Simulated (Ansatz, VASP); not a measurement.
# Au: VASP beside Ansatz

The input INCAR:

```
PREC     = Accurate       # precision mode
ENCUT    = 600            # plane-wave cutoff, eV
EDIFF    = 1E-6           # SCF threshold, eV
ISMEAR   = 0              # smearing method
SIGMA    = 0.1            # smearing width, eV
LREAL    = F              # projectors in reciprocal space
LASPH    = T              # aspherical terms in the spheres
NELM     = 100            # most SCF steps
ALGO     = Normal         # electronic algorithm
ISIF     = 3              # what is computed and relaxed
LWAVE    = F              # write WAVECAR
LCHARG   = F              # write CHGCAR
GGA      = PE             # functional
IVDW     = 12             # dispersion correction
IBRION   = 2              # ionic algorithm
NSW      = 100            # ionic steps
EDIFFG   = -0.002         # ionic threshold
```

Contents of KPOINTS:

```
Automatic mesh
0
Gamma
  18 18 18
```

The input POSCAR:

```
Au
1.0
    0.0000000000      2.0350000000      2.0350000000
    2.0350000000      0.0000000000      2.0350000000
    2.0350000000      2.0350000000      0.0000000000
Au
1
Direct
    0.0000000000      0.0000000000      0.0000000000
```

Input for Ansatz:

```yaml
crystal:
  lattice:
    - [0.0, 2.035, 2.035]
    - [2.035, 0.0, 2.035]
    - [2.035, 2.035, 0.0]
  atoms:
    - { symbol: Au, position: [0.0, 0.0, 0.0] }
basis:
  ecutwfc: 420
kpoints:
  mp_grid: { grid: [18, 18, 18] }
hamiltonian:
  xc: pbe
  dispersion: d3bj
scf:
  occupations: { method: gaussian, width: 0.1 }
output:
  forces: true
  stress: true
  eigenvalues: true
relax:
  adjacent_minimum: "off"
  f_tol: 0.002
  max_steps: 80
  cell: { stress_tol: 0.02 }
```

Alike in both runs: task relaxation of cell and atoms; functional PBE; dispersion D3(BJ); k mesh 18 × 18 × 18; occupations gaussian, width 0.1 eV; no spin polarisation.

|  | VASP | Ansatz |
| --- | --- | --- |
| version | VASP 6.6.1 | Ansatz 0.2.0 |
| potentials or method | VASP PAW PBE potentials, release 64 (Au), cutoff 600 eV | scalar-relativistic, plane waves, PAW |
| valence electrons in the cell | 11 | 19 |

|  | VASP | Ansatz | Ansatz less VASP |
| --- | --- | --- | --- |
| gap on the k mesh at the Fermi level, each at its own relaxed structure (eV) | none | none | - |
| relaxed volume (Å³/atom) | 17.25 | 17.27 | +0.023 |
| relaxed cell length with the largest relative difference (Å) | 2.900 | 2.901 | +0.0013 |

A gap of «none» marks a metal or a gap that the smearing closes. VASP's potentials hold 11 valence electrons a cell and Ansatz's 19, so a difference there can come from the potentials and not from the codes.

Neither program's run includes spin-orbit coupling.
